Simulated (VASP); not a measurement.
Write the native input for VASP 6.6.1 that does the following.

| Quantity | Value |
| --- | --- |
| Task | single point |
| Functional | PBE |
| Potentials or basis | VASP PAW PBE potentials, release 64 (Co, Si) |
| Cutoff | 520 eV |
| k mesh | 14 × 14 × 14 |
| Occupations | gaussian, width 0.15 eV |
| Spin | no spin polarisation |
| Dipole correction | no |
| Further INCAR settings | ALGO = Normal; EDIFF = 1e-06; NBANDS = 16 |

The structure of CoSi2 lies in POSCAR:

```
CoSi2
1.0
    0.0000000000      2.7498291905      2.7498291905
    2.7498291905      0.0000000000      2.7498291905
    2.7498291905      2.7498291905      0.0000000000
Co Si
1 2
Direct
    0.0000000000      0.0000000000      0.0000000000
    0.2500000000      0.2500000000      0.2500000000
    0.7500000000      0.7500000000      0.7500000000
```

One way to write it, as run:

INCAR

```
SYSTEM = CoSi2
PREC     = Accurate       ! precision mode
ENCUT    = 520            ! plane-wave cutoff, eV
EDIFF    = 1E-6           ! SCF threshold, eV
ISMEAR   = 0              ! smearing method
SIGMA    = 0.15           ! smearing width, eV
LREAL    = .False.        ! projectors in reciprocal space
LASPH    = .True.         ! aspherical terms in the spheres
NELM     = 100            ! most SCF steps
ALGO     = Normal         ! electronic algorithm
ISIF     = 2              ! what is computed and relaxed
LWAVE    = .False.        ! write WAVECAR
LCHARG   = .True.         ! write CHGCAR
GGA      = PE             ! functional
LELF     = .True.         ! ELF
LVHAR    = .True.       
NBANDS   = 16             ! bands
```

KPOINTS

```
Automatic mesh
0
Gamma
  14 14 14
  0 0 0
```

Potentials or basis: VASP PAW PBE potentials, release 64 (Co, Si).

Launch:

```bash
$ cat potpaw_PBE.64/Co/POTCAR potpaw_PBE.64/Si/POTCAR > POTCAR
$ mpirun -np 1 vasp_std > vasp.out
```

Results of the run:

- Pressure: -11.7 GPa
- Band gap on the k mesh: zero (an odd number of electrons rules out a gap without spin polarisation)

Caveat: the cell stands under tension; the run has no spin polarisation, though such a crystal can be magnetic.

Wall time 31 s on 1 thread of Intel(R) Xeon(R) 6975P-C (Granite Rapids), on a shared host, peak memory 0.21 GiB.
